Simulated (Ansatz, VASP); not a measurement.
## MgO: VASP beside Ansatz

Contents of INCAR:

```
SYSTEM = MgO
  ALGO = Normal
  EDIFF = 1E-6
  ENCUT = 600
  GGA = PS
  GGA_COMPAT = .FALSE.
  ISIF = 2
  ISMEAR = 0
  LASPH = .TRUE.
  LCHARG = .TRUE.
  LELF = .TRUE.
  LREAL = .FALSE.
  LVHAR = .TRUE.
  LWAVE = .FALSE.
  NBANDS = 11
  NELM = 120
  PREC = Accurate
  SIGMA = 0.01
```

The input KPOINTS:

```
k-points
0
G
  8 8 8
  0 0 0
```

The input POSCAR:

```
MgO
1.0
    0.0000000000      2.1073780802      2.1073780802
    2.1073780802      0.0000000000      2.1073780802
    2.1073780802      2.1073780802      0.0000000000
Mg O
1 1
Direct
    0.0000000000      0.0000000000      0.0000000000
    0.5000000000      0.5000000000      0.5000000000
```

Input for Ansatz:

```yaml
crystal:
  lattice:
    - [0.0, 2.1073780802, 2.1073780802]
    - [2.1073780802, 0.0, 2.1073780802]
    - [2.1073780802, 2.1073780802, 0.0]
  atoms:
    - { symbol: Mg, position: [0.0, 0.0, 0.0] }
    - { symbol: O, position: [0.5, 0.5, 0.5] }
basis: {}
kpoints:
  mp_grid: { grid: [8, 8, 8] }
  band_path:
    path:
      - [0.0, 0.0, 0.0]
      - [0.0, 0.0, 0.0]
      - [0.0, 0.0, 0.0]
      - [0.0, 0.0, 0.0]
      - [0.0, 0.0, 0.0]
      - [0.0, 0.0, 0.0]
      - [0.0, 0.0, 0.0]
      - [0.0, 0.0, 0.0]
      - [0.0, 0.0, 0.0]
      - [0.0, 0.0, 0.0]
      - [0.0, 0.0, 0.0]
      - [0.0, 0.0, 0.0]
      - [0.0, 0.0, 0.0]
      - [0.0, 0.0, 0.0]
      - [0.0, 0.0, 0.0]
      - [0.0, 0.0, 0.0]
      - [0.0, 0.0, 0.0]
      - [0.0, 0.0, 0.0]
      - [0.0, 0.0, 0.0]
      - [0.0, 0.0, 0.0]
      - [0.0, 0.0, 0.0]
      - [0.0, 0.0, 0.0]
      - [0.0, 0.0, 0.0]
      - [0.0, 0.0, 0.0]
      - [0.0, 0.0, 0.0]
      - [0.0, 0.0, 0.0]
      - [0.3, 0.3, 0.0]
      - [0.3166666667, 0.3166666667, 0.0]
      - [0.3333333333, 0.3333333333, 0.0]
      - [0.35, 0.35, 0.0]
      - [0.3666666667, 0.3666666667, 0.0]
      - [0.3833333333, 0.3833333333, 0.0]
      - [0.4, 0.4, 0.0]
      - [0.4166666667, 0.4166666667, 0.0]
      - [0.4333333333, 0.4333333333, 0.0]
      - [0.45, 0.45, 0.0]
      - [0.4666666667, 0.4666666667, 0.0]
      - [0.4833333333, 0.4833333333, 0.0]
      - [0.5, 0.5, 0.0]
      - [0.5, 0.5, 0.5]
      - [0.5, 0.5, 0.5]
      - [0.5, 0.5, 0.5]
      - [0.5, 0.5, 0.5]
      - [0.5, 0.5, 0.5]
      - [0.5, 0.5, 0.5]
      - [0.5, 0.5, 0.5]
      - [0.5, 0.5, 0.5]
      - [0.5, 0.5, 0.5]
      - [0.5, 0.5, 0.5]
      - [0.5, 0.5, 0.5]
      - [0.5, 0.5, 0.5]
      - [0.5, 0.5, 0.5]
      - [0.5, 0.5, 0.5]
      - [0.5, 0.5, 0.5]
      - [0.5, 0.5, 0.5]
      - [0.5, 0.5, 0.5]
      - [0.5, 0.5, 0.5]
      - [0.5, 0.5, 0.5]
      - [0.5, 0.5, 0.5]
      - [0.5, 0.5, 0.5]
      - [0.5, 0.5, 0.5]
      - [0.5, 0.5, 0.5]
      - [0.5, 0.5, 0.5]
      - [0.5, 0.5, 0.5]
      - [0.5, 0.5, 0.5]
    npoints: 1
hamiltonian:
  xc: pbesol
  pseudopotentials: { kind: all_electron, lapw: {} }
scf:
  occupations: { method: fixed }
  n_extra_bands: 5
output:
  eigenvalues: true
```

Alike in both runs: task single point; functional PBEsol; k mesh 8 × 8 × 8; no spin polarisation.

```csv
,VASP,Ansatz
version,VASP 6.6.1,Ansatz 0.2.0
potentials or method,"VASP PAW PBE potentials, release 64 (Mg, O), cutoff 600 eV","scalar-relativistic, all-electron LAPW"
occupations,"gaussian, width 0.01 eV",fixed
```

```tsv
	VASP	Ansatz	Ansatz less VASP
gap on the k mesh at the Fermi level (eV)	4.62	4.62	+0.001
least direct gap on the mesh (eV)	4.62	4.62	+0.001
```

VASP's potentials were made for PBE, not for PBEsol. Ansatz ran all-electron here, and VASP with PAW potentials.
